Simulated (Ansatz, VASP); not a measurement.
# Two plane-wave programs on SiO2

INCAR

```
SYSTEM = SiO2
PREC = Accurate
ENCUT = 520
EDIFF = 1E-6
ISMEAR = 0
SIGMA = 0.05
LREAL = .False.
LASPH = .True.
NELM = 100
ALGO = Normal
ISIF = 2
LWAVE = .False.
LCHARG = .False.
GGA = PE
NBANDS = 25
```

Contents of KPOINTS:

```
regular mesh
0
Gamma
  6 6 8
  0 0 0
```

POSCAR

```
SiO2
1.0
    4.2358788266      0.0000000000      0.0000000000
    0.0000000000      4.4336943678      0.0000000000
    0.0000000000      0.0000000000      2.6897743046
Si O
2 4
Direct
    0.5000000000      0.5000000000      0.5000000000
    0.0000000000      0.0000000000      0.0000000000
    0.7116424844      0.6743831010      0.0000000000
    0.2116424844      0.8256168990      0.5000000000
    0.2883575156      0.3256168990      0.0000000000
    0.7883575156      0.1743831010      0.5000000000
```

Input for Ansatz:

```yaml
crystal:
  lattice:
    - [4.2358788266, 0.0, 0.0]
    - [0.0, 4.4336943678, 0.0]
    - [0.0, 0.0, 2.6897743046]
  atoms:
    - { symbol: Si, position: [0.5, 0.5, 0.5] }
    - { symbol: Si, position: [0.0, 0.0, 0.0] }
    - { symbol: O, position: [0.7116424844, 0.674383101, 0.0] }
    - { symbol: O, position: [0.2116424844, 0.825616899, 0.5] }
    - { symbol: O, position: [0.2883575156, 0.325616899, 0.0] }
    - { symbol: O, position: [0.7883575156, 0.174383101, 0.5] }
basis:
  ecutwfc: 520.0
kpoints:
  mp_grid: { grid: [6, 6, 8] }
hamiltonian:
  xc: pbe
  pseudopotentials: { kind: paw, azcp: { folder: soft_1 } }
scf:
  occupations: { method: gaussian, width: 0.05 }
output:
  forces: true
  stress: true
  eigenvalues: true
```

Change from the starting cell: mode 4 frozen in at +0.112 Å, normal strain along y +0.0467.

Alike in both runs: task single point; functional PBE; k mesh 6 × 6 × 8; occupations gaussian, width 0.05 eV; no spin polarisation.

|  | VASP | Ansatz |
| --- | --- | --- |
| version | VASP 6.6.1 | Ansatz 0.2.0 |
| potentials or method | VASP PAW PBE potentials, release 64 (Si, O), cutoff 520 eV | scalar-relativistic, plane waves, PAW |
| valence electrons in the cell | 32 | 32 |

VASP gave:

* gap on the k mesh at the Fermi level (eV): 4.51
* least direct gap on the mesh (eV): 4.51
* pressure (GPa): -11.7
* traceless stress, the component that is largest in VASP (GPa): -4.04
* rms of the force components (eV/Å): 0.248

Task: Estimate Ansatz's values.

Result: gap on the k mesh at the Fermi level (eV): 4.53; least direct gap on the mesh (eV): 4.53; pressure (GPa): -12.0; traceless stress, the component that is largest in VASP (GPa): -3.77; rms of the force components (eV/Å): 0.258.

Atom by atom the forces differ by 0.012 eV/Å (rms over components).
